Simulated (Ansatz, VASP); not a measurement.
Two plane-wave programs on AlN

INCAR

```
SYSTEM = AlN
  ALGO = Normal
  EDIFF = 1E-6
  EDIFFG = -0.005
  ENCUT = 600
  GGA = PS
  IBRION = 2
  ISIF = 3
  ISMEAR = 0
  LASPH = .True.
  LCHARG = .False.
  LREAL = .False.
  LWAVE = .False.
  NELM = 80
  NSW = 70
  PREC = Accurate
  SIGMA = 0.02
```

KPOINTS

```
k-points
0
Gamma
  9 9 6
  0 0 0
```

The input POSCAR:

```
AlN
1.0
    3.1302279165      0.0000000000      0.0000000000
   -1.5651139583      2.7108568953      0.0000000000
    0.0000000000      0.0000000000      5.0181059732
Al N
2 2
Direct
    0.3333333333      0.6666666667      0.0002300922
    0.6666666667      0.3333333333      0.5002300922
    0.3333333333      0.6666666667      0.3817699078
    0.6666666667      0.3333333333      0.8817699078
```

Input for Ansatz:

```yaml
crystal:
  lattice:
    - [3.1302279165, 0.0, 0.0]
    - [-1.5651139583, 2.7108568953, 0.0]
    - [0.0, 0.0, 5.0181059732]
  atoms:
    - { symbol: Al, position: [0.3333333333, 0.6666666667, 0.0002300922] }
    - { symbol: Al, position: [0.6666666667, 0.3333333333, 0.5002300922] }
    - { symbol: "N", position: [0.3333333333, 0.6666666667, 0.3817699078] }
    - { symbol: "N", position: [0.6666666667, 0.3333333333, 0.8817699078] }
basis:
  ecutwfc: 420
kpoints:
  mp_grid: { grid: [9, 9, 6] }
hamiltonian:
  xc: pbesol
scf:
  occupations: { method: gaussian, width: 0.02 }
output:
  forces: true
  stress: true
  eigenvalues: true
relax:
  adjacent_minimum: "off"
  f_tol: 0.005
  max_steps: 50
  cell: { stress_tol: 0.05 }
```

Alike in both runs: task relaxation of cell and atoms; functional PBEsol; k mesh 9 × 9 × 6; occupations gaussian, width 0.02 eV; no spin polarisation.

```csv
,VASP,Ansatz
version,VASP 6.6.1,Ansatz 0.2.0
potentials or method,"VASP PAW PBE potentials, release 64 (Al, N), cutoff 600 eV","scalar-relativistic, plane waves, PAW"
valence electrons in the cell,16,16
```

```csv
,VASP,Ansatz,Ansatz less VASP
"gap on the k mesh at the Fermi level, each at its own relaxed structure (eV)",4.12,4.09,-0.024
relaxed volume (Å³/atom),10.45,10.46,+0.009
relaxed cell length with the largest relative difference (Å),4.982,4.984,+0.0015
```

VASP's potentials were made for PBE, not for PBEsol.
